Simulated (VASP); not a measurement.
Here is a VASP 6.6.1 calculation.

POSCAR

```
MoSe2
1.0
    3.3618691001      0.0000000000      0.0000000000
   -1.6809345500      2.9114640448      0.0000000000
    0.0000000000      0.0000000000     13.8018559757
Mo Se
2 4
Direct
    0.3333333333      0.6666666667      0.2500000000
    0.6666666667      0.3333333333      0.7500000000
    0.3333333333      0.6666666667      0.6286606907
    0.6666666667      0.3333333333      0.1286606907
    0.3333333333      0.6666666667      0.8713393093
    0.6666666667      0.3333333333      0.3713393093
```

Contents of INCAR.step1:

```
ALGO = Normal ; EDIFF = 1E-5
EDIFFG = -0.005 ; ENCUT = 550
GGA = PE ; GGA_COMPAT = False
IBRION = 2 ; ISIF = 3
ISMEAR = 0 ; LASPH = True
LCHARG = False ; LREAL = False
LWAVE = True ; NELM = 120
NELMIN = 4 ; NSW = 100
PREC = Accurate ; SIGMA = 0.02
```

File INCAR.step2:

```
ALGO = Normal ; EDIFF = 1E-7
EDIFFG = -0.01 ; ENCUT = 550
GGA_COMPAT = False ; IBRION = 2
ISIF = 4 ; ISMEAR = 0
ISTART = 1 ; IVDW = 12
LASPH = True ; LCHARG = False
LMIXTAU = True ; LREAL = False
LWAVE = False ; METAGGA = R2SCAN
NELM = 120 ; NELMIN = 4
NSW = 50 ; PREC = Accurate
SIGMA = 0.02 ; VDW_A1 = 0.49484001
VDW_A2 = 5.73083694 ; VDW_S6 = 1.0
VDW_S8 = 0.78981345
```

The input KPOINTS:

```
k-points
0
Gamma
  9 9 2
```

Potentials or basis: VASP PAW PBE potentials, release 64 (Mo_sv, Se).

Launch:

```bash
$ cat potpaw_PBE.64/Mo_sv/POTCAR potpaw_PBE.64/Se/POTCAR > POTCAR
$ cp INCAR.step1 INCAR
$ mpirun -np 1 vasp_std > vasp.out
$ cp INCAR.step2 INCAR
$ mpirun -np 1 vasp_std > vasp.out
```

Problem. Predict the dispersion energy per atom.

Solution. -0.197 eV.

Problem. Estimate the band gap on the k mesh.

Solution. 1.29 eV (least direct gap 1.47 eV).

The path:
| step | energy change (eV) | largest force (eV/Å) | pressure (GPa) | volume (Å³) |
| --- | --- | --- | --- | --- |
| 1 | 0.0000 | 0.5139 | -5.38 | 135.09 |
| 2 | -0.0274 | 0.0642 | -3.62 | 135.09 |
| 3 | -0.0274 | 0.0472 | -3.56 | 135.09 |
| 4 | -0.0424 | 0.0221 | -2.90 | 135.09 |
| 5 | -0.0512 | 0.0178 | -1.85 | 135.09 |
| 6 | -0.0512 | 0.0191 | -1.81 | 135.09 |
| 7 | -0.0512 | 0.0107 | -1.93 | 135.09 |
| 8 | -0.0512 | 0.0025 | -1.88 | 135.09 |

Caveat: the PAW data sets were made with another functional, which shifts forces and pressure a little. A k mesh can miss the band edges.
